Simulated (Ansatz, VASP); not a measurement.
**ZrGe2Pd3 in VASP and in Ansatz**

```xyz
6
Lattice="3.1160 0.0000 0.0000 0.0000 3.1160 0.0000 0.0000 0.0000 10.3280" Properties=species:S:1:pos:R:3 pbc="T T T"
Zr    0.0000    0.0000    0.0000
Ge    0.0000    0.0000    3.5065
Ge    0.0000    0.0000    6.8215
Pd    1.5580    1.5580    5.1640
Pd    1.5580    1.5580    8.3923
Pd    1.5580    1.5580    1.9357
```

Alike in both runs: functional PBE; k mesh 5 × 5 × 2; occupations gaussian, width 0.2 eV; no spin polarisation.

Ansatz relaxed the structure, and its values are those at the end. VASP's run is a single point on that final structure, the one shown.

|  | VASP | Ansatz |
| --- | --- | --- |
| version | VASP 6.6.1 | Ansatz 0.2.0 |
| potentials or method | VASP PAW PBE potentials, release 64 (Zr_sv, Ge_d, Pd), cutoff 520 eV | scalar-relativistic, plane waves, PAW |
| valence electrons in the cell | 70 | 94 |

|  | VASP | Ansatz | Ansatz less VASP |
| --- | --- | --- | --- |
| gap on the k mesh at the Fermi level (eV) | none | none | - |
| pressure (GPa) | 0.1 | 0.1 | -0.05 |
| rms of the force components (eV/Å) | 0.010 | 0.015 | +0.0048 |

A gap of «none» marks a metal or a gap that the smearing closes. VASP's potentials hold 70 valence electrons a cell and Ansatz's 94, so a difference there can come from the potentials and not from the codes.

The k mesh is coarse, so the values compare programs but aren't converged.
